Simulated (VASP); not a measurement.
# Y3Ge6S (Fm-3m) in VASP: further runs

Y3Ge6S is run at these levels: PBE; tasks: single point, relaxation of cell and atoms.

Everything below comes from runs of VASP 6.6.1. Logs are shortened: lines on timing, memory, paths and dates and some standing lists are left out, and cuts for length are marked.

### 1 The cell of the first run

The structure is cubic, space group Fm-3m (No. 225). The conventional cell has a = 9.742 Å, b = 9.742 Å, c = 9.742 Å, α = 90.00°, β = 90.00°, γ = 90.00°. Within 3.2 Å of Y (site symmetry m-3m) lie 6 Ge at 2.42 Å. Within 4.5 Å of Y (site symmetry -43m) lie 12 Ge at 3.44 Å and 4 Y at 4.22 Å and 4 S at 4.22 Å. Within 3.2 Å of Ge (site symmetry 4mm) lie 1 Y at 2.42 Å and 1 S at 2.46 Å. Within 3.2 Å of S (site symmetry m-3m) lie 6 Ge at 2.46 Å.

The cell was built from a structure type or drawn by symmetry, and may not be a known phase.

### 2 Single point, PBE

File INCAR:

```
PREC = Accurate
ENCUT = 520
EDIFF = 1E-7
ISMEAR = 0
SIGMA = 0.1
LREAL = F
LASPH = T
NELM = 80
ALGO = Normal
ISIF = 2
LWAVE = F
LCHARG = F
GGA = PE
NBANDS = 72
```

File KPOINTS:

```
Automatic mesh
0
Gamma
  4 4 4
```

File POSCAR:

```
Y3Ge6S
1.0
    0.0000000000      4.8708782600      4.8708782600
    4.8708782600      0.0000000000      4.8708782600
    4.8708782600      4.8708782600      0.0000000000
Y Ge S
3 6 1
Direct
    0.5000000000      0.5000000000      0.5000000000
    0.2500000000      0.2500000000      0.2500000000
    0.7500000000      0.7500000000      0.7500000000
    0.7479426600      0.2520573400      0.2520573400
    0.2520573400      0.7479426600      0.7479426600
    0.2520573400      0.7479426600      0.2520573400
    0.7479426600      0.2520573400      0.7479426600
    0.2520573400      0.2520573400      0.7479426600
    0.7479426600      0.7479426600      0.2520573400
    0.0000000000      0.0000000000      0.0000000000
```

Potentials or basis: VASP PAW PBE potentials, release 64 (Y_sv, Ge_d, S).

Started as:

```sh
$ cat potpaw_PBE.64/Y_sv/POTCAR potpaw_PBE.64/Ge_d/POTCAR potpaw_PBE.64/S/POTCAR > POTCAR
$ mpirun -np 1 vasp_std > vasp.out
```

OUTCAR:

```text
PREC = Accurate
   ENCUT = 520
   EDIFF = 1E-7
   ISMEAR = 0
   LREAL = F
   LASPH = T
   NELM = 80
   ISIF = 2
   GGA = PE

 ion  position               nearest neighbor table
   1  0.500  0.500  0.500-   4 2.42   5 2.42   6 2.42   7 2.42   8 2.42   9 2.42   2 4.22   2 4.22
                             2 4.22   3 4.22   2 4.22   3 4.22   3 4.22   3 4.22
   2  0.250  0.250  0.250-   4 3.44   6 3.44   8 3.44   5 3.44   7 3.44   8 3.44   5 3.44   6 3.44
                             9 3.44   4 3.44   7 3.44   9 3.44   1 4.22   1 4.22   1 4.22   1 4.22
   3  0.750  0.750  0.750-   5 3.44   6 3.44   8 3.44   4 3.44   7 3.44   8 3.44   4 3.44   6 3.44
                             9 3.44   5 3.44   7 3.44   9 3.44   1 4.22   1 4.22   1 4.22   1 4.22
   4  0.748  0.252  0.252-   1 2.42  10 2.46   2 3.44   2 3.44   3 3.44   3 3.44
   5  0.252  0.748  0.748-   1 2.42  10 2.46   2 3.44   3 3.44   2 3.44   3 3.44
   6  0.252  0.748  0.252-   1 2.42  10 2.46   2 3.44   2 3.44   3 3.44   3 3.44
   7  0.748  0.252  0.748-   1 2.42  10 2.46   2 3.44   3 3.44   2 3.44   3 3.44
   8  0.252  0.252  0.748-   1 2.42  10 2.46   2 3.44   2 3.44   3 3.44   3 3.44
   9  0.748  0.748  0.252-   1 2.42  10 2.46   2 3.44   3 3.44   2 3.44   3 3.44
  10  0.000  0.000  0.000-   4 2.46   5 2.46   6 2.46   7 2.46   8 2.46   9 2.46

  LATTYP: Found a face centered cubic cell.
 ALAT       =     9.7417565200

  Lattice vectors:

 A1 = (   0.0000000000,   4.8708782600,   4.8708782600)
 A2 = (   4.8708782600,   0.0000000000,   4.8708782600)
 A3 = (   4.8708782600,   4.8708782600,   0.0000000000)

Analysis of symmetry for initial positions (statically):
=====================================================================
 Subroutine PRICEL returns:
 Original cell was already a primitive cell.

 Routine SETGRP: Setting up the symmetry group for a
 face centered cubic supercell.

 Subroutine GETGRP returns: Found 48 space group operations
 (whereof 48 operations were pure point group operations)
 out of a pool of 48 trial point group operations.

The static configuration has the point symmetry O_h .

Analysis of symmetry for dynamics (positions and initial velocities):
=====================================================================
 Subroutine PRICEL returns:
 Original cell was already a primitive cell.

 Routine SETGRP: Setting up the symmetry group for a
 face centered cubic supercell.

 Subroutine GETGRP returns: Found 48 space group operations
 (whereof 48 operations were pure point group operations)
 out of a pool of 48 trial point group operations.

The dynamic configuration has the point symmetry O_h .

 Subroutine INISYM returns: Found 48 space group operations
 (whereof 48 operations are pure point group operations),
 and found     1 'primitive' translations

----------------------------------------------------------------------------------------

                                     Primitive cell

  volume of cell :     231.1276

  direct lattice vectors                    reciprocal lattice vectors
     0.000000000  4.870878260  4.870878260    -0.102650892  0.102650892  0.102650892
     4.870878260  0.000000000  4.870878260     0.102650892 -0.102650892  0.102650892
     4.870878260  4.870878260  0.000000000     0.102650892  0.102650892 -0.102650892

  length of vectors
     6.888462096  6.888462096  6.888462096     0.177796561  0.177796561  0.177796561

  position of ions in fractional coordinates (direct lattice)
     0.500000000  0.500000000  0.500000000
     0.250000000  0.250000000  0.250000000
     0.750000000  0.750000000  0.750000000
     0.747942660  0.252057340  0.252057340
     0.252057340  0.747942660  0.747942660
     0.252057340  0.747942660  0.252057340
     0.747942660  0.252057340  0.747942660
     0.252057340  0.252057340  0.747942660
     0.747942660  0.747942660  0.252057340
     0.000000000  0.000000000  0.000000000

  ion indices of the primitive-cell ions
   primitive index   ion index
                 1           1
                 2           2
                 3           3
                 4           4
                 5           5
                 6           6
                 7           7
                 8           8
                 9           9
                10          10

----------------------------------------------------------------------------------------

 KPOINTS: Automatic mesh

Automatic generation of k-mesh.
 Grid dimensions read from file:
 generate k-points for:    4    4    4

 Generating k-lattice:

  Cartesian coordinates                     Fractional coordinates (reciprocal lattice)
    -0.025662723  0.025662723  0.025662723     0.250000000  0.000000000  0.000000000
     0.025662723 -0.025662723  0.025662723     0.000000000  0.250000000  0.000000000
     0.025662723  0.025662723 -0.025662723     0.000000000  0.000000000  0.250000000

  Length of vectors
     0.044449140  0.044449140  0.044449140

  Shift w.r.t. Gamma in fractional coordinates (k-lattice)
     0.000000000  0.000000000  0.000000000

 Subroutine IBZKPT returns following result:
 ===========================================

 Found      8 irreducible k-points:

 Following reciprocal coordinates:
            Coordinates               Weight
  0.000000  0.000000  0.000000      1.000000
  0.250000  0.000000  0.000000      8.000000
  0.500000  0.000000  0.000000      4.000000
  0.250000  0.250000  0.000000      6.000000
  0.500000  0.250000  0.000000     24.000000
 -0.250000  0.250000  0.000000     12.000000
  0.500000  0.500000  0.000000      3.000000
 -0.250000  0.500000  0.250000      6.000000
   k-points           NKPTS =      8   k-points in BZ     NKDIM =      8   number of bands    NBANDS=     72
   number of dos      NEDOS =    301   number of ions     NIONS =     10
   total plane-waves  NPLWV = 157464
   dimension x,y,z NGX =    54 NGY =   54 NGZ =   54
   dimension x,y,z NGXF=   108 NGYF=  108 NGZF=  108
   ions per type =               3   6   1
   NGX,Y,Z   is equivalent  to a cutoff of  13.03, 13.03, 13.03 a.u.
   NGXF,Y,Z  is equivalent  to a cutoff of  26.06, 26.06, 26.06 a.u.
 SYSTEM =  unknown system
   PREC   = accura    normal or accurate (medium, high low for compatibility)
   ISTART =      0    job   : 0-new  1-cont  2-samecut
   ICHARG =      2    charge: 1-file 2-atom 10-const
   ISPIN  =      1    spin polarized calculation?
   LNONCOLLINEAR =      F non collinear calculations
   LSORBIT =      F    spin-orbit coupling
   LASPH  =      T    aspherical Exc in radial PAW
   ENCUT  =  520.0 eV  38.22 Ry    6.18 a.u.  12.81 12.81 12.81*2*pi/ulx,y,z
   NELM   =     80;   NELMIN=  2; NELMDL= -5     # of ELM steps
   EDIFF  = 0.1E-06   stopping-criterion for ELM
   LREAL  =      F    real-space projection
   EDIFFG = 0.1E-05   stopping-criterion for IOM
   NSW    =      0    number of steps for IOM
   IBRION =     -1    ionic relax: 0-MD 1-quasi-New 2-CG
   NFREE  =      0    steps in history (QN), initial steepest desc. (CG)
   ISIF   =      2    stress and relaxation
   ISYM   =      2    0-nonsym 1-usesym 2-fastsym
   POTIM  = 0.5000    time-step for ionic-motion
   TEBEG  =    0.0;   TEEND  =   0.0 temperature during run
   PSTRESS=    0.0 pullay stress
   NELECT =     123.0000    total number of electrons
   NUPDOWN=      -1.0000    fix difference up-down
   EMIN   =  10.00;   EMAX   =-10.00  energy-range for DOS
   EFERMI =   0.00;   METHOD = LEGACY
   ISMEAR =     0;   SIGMA  =   0.10  broadening in eV -4-tet -1-fermi 0-gaus
   EFERMI_NEDOS =   21; number of points for ismear=-14 and -15
   IALGO  =     38    algorithm
   IMIX   =      4    mixing-type and parameters
     AMIX     =   0.40;   BMIX     =  1.00
     AMIX_MAG =   1.60;   BMIX_MAG =  1.00
  volume/ion in A,a.u.               =      23.11       155.97
  Fermi-wavevector in a.u.,A,eV,Ry     =   1.326659  2.507022 23.946577  1.760024
  Thomas-Fermi vector in A             =   2.456029
   LORBIT       =      0    0 simple, 1 ext, 2 COOP (PROOUT), +10 PAW based schemes
   GGA     = PE    functional components
   LHFCALC =     F    Hartree Fock is set to
   AEXX    =    0.0000 exact exchange contribution
   IVDW    =     0    specifies the selected vdW correction
   LEPSILON=     F    determine dielectric tensor
   LRPA    =     F    only Hartree local field effects (RPA)
 non-spin polarized calculation
 Gauss-broadening in eV      SIGMA  =   0.10
  energy-cutoff  :      520.00
  volume of cell :      231.13
 maximum number of plane-waves:      6231
 NGX is ok and might be reduce to    54
   NGX = 25   NGY = 25   NGZ = 25

 number of electron     123.0000004 magnetization

 Free energy of the ion-electron system (eV)
  ---------------------------------------------------
  ext. energy  EPLUGINS =         0.00000000
  ---------------------------------------------------
  free energy    TOTEN  =       -46.48481445 eV

  energy without entropy =      -46.43689492  energy(sigma->0) =      -46.46085469

 E-fermi :   4.9744     XC(G=0): -10.2669

 val. band max:        4.9533153860   @ k =   0.5000   0.2500   0.0000
 cond. band min:       4.9795430836   @ k =   0.5000   0.2500   0.0000
 fundamental gap:      0.0262276976
 Fermi energy:         4.9744230049

 k-point     1 :       0.0000    0.0000    0.0000
  band No.  band energies     occupation
      1     -38.7618      2.00000
      2     -38.7610      2.00000
      3     -36.5144      2.00000
      4     -19.7224      2.00000
      5     -19.7224      2.00000
      6     -19.7224      2.00000
[... 64 lines left out ...]
     71       7.3271      0.00000
     72       7.3663      0.00000

 k-point     2 :       0.2500    0.0000    0.0000
  band No.  band energies     occupation
      1     -38.7616      2.00000
      2     -38.7611      2.00000
      3     -36.5144      2.00000
      4     -19.7321      2.00000
      5     -19.7178      2.00000
      6     -19.7178      2.00000
[... 442 lines left out ...]
 k-point     8 :      -0.2500    0.5000    0.2500
  band No.  band energies     occupation
      1     -38.7614      2.00000
      2     -38.7614      2.00000
      3     -36.5144      2.00000
      4     -19.7238      2.00000
      5     -19.7179      2.00000
      6     -19.7179      2.00000
[... 64 lines left out ...]
     71       7.4670      0.00000
     72       7.7211      0.00000

------------------------ aborting loop because EDIFF is reached ----------------------------------------

  FORCE on cell =-STRESS in cart. coord.  units (eV):
  Direction    XX          YY          ZZ          XY          YZ          ZX
  --------------------------------------------------------------------------------------
  -------------------------------------------------------------------------------------
  Total        8.4429950      8.4429950      8.4429950     -0.0000000     -0.0000000      0.0000000
  in kB       58.5268694     58.5268694     58.5268694     -0.0000000     -0.0000000      0.0000000
  external PRESSURE =      58.5268694 kB  Pullay stress =       0.0000000 kB

 VOLUME and BASIS-vectors are now :
 -----------------------------------------------------------------------------
  energy-cutoff  :      520.00
  volume of cell :      231.13
      direct lattice vectors                 reciprocal lattice vectors
     0.000000000  4.870878260  4.870878260    -0.102650892  0.102650892  0.102650892
     4.870878260  0.000000000  4.870878260     0.102650892 -0.102650892  0.102650892
     4.870878260  4.870878260  0.000000000     0.102650892  0.102650892 -0.102650892

 POSITION                                       TOTAL-FORCE (eV/Angst)
 -----------------------------------------------------------------------------------
      4.87088      4.87088      4.87088         0.000000      0.000000     -0.000000
      2.43544      2.43544      2.43544         0.000000      0.000000      0.000000
      7.30632      7.30632      7.30632         0.000000     -0.000000     -0.000000
      2.45548      4.87088      4.87088        -3.322149      0.000000      0.000000
      7.28628      4.87088      4.87088         3.322149      0.000000      0.000000
      4.87088      2.45548      4.87088         0.000000     -3.322149      0.000000
      4.87088      7.28628      4.87088         0.000000      3.322149      0.000000
      4.87088      4.87088      2.45548         0.000000      0.000000     -3.322149
      4.87088      4.87088      7.28628         0.000000      0.000000      3.322149
      0.00000      0.00000      0.00000         0.000000     -0.000000     -0.000000
 -----------------------------------------------------------------------------------
    total drift:                                0.000000      0.000000      0.000000

  FREE ENERGIE OF THE ION-ELECTRON SYSTEM (eV)
  ---------------------------------------------------
  free  energy   TOTEN  =       -46.4848144460 eV

  energy  without entropy=      -46.4368949243  energy(sigma->0) =      -46.46085469
```

It took 11 min on 1 thread of Intel Xeon 8259CL, shared host; peak memory 0.47 GiB.

Results:

| Item | Value |
| --- | --- |
| Free energy | -46.4848 eV |
| Pressure | 5.9 GPa |
| Largest force | 3.322 eV/Å |
| Band gap on the k mesh | zero (an odd number of electrons rules out a gap without spin polarisation) |

Forces on the atoms (eV/Å):
```
Y    0.000  0.000  0.000
Y    0.000  0.000  0.000
Y    0.000  0.000  0.000
Ge  -3.322  0.000  0.000
Ge   3.322  0.000  0.000
Ge   0.000 -3.322  0.000
Ge   0.000  3.322  0.000
Ge   0.000  0.000 -3.322
Ge   0.000  0.000  3.322
S    0.000  0.000  0.000
```

Caveat: the cell stands under pressure; forces of over 1 eV/Å act on the atoms, so gaps and moduli don't describe the material at rest.

(Continued in part 2 of 2.)
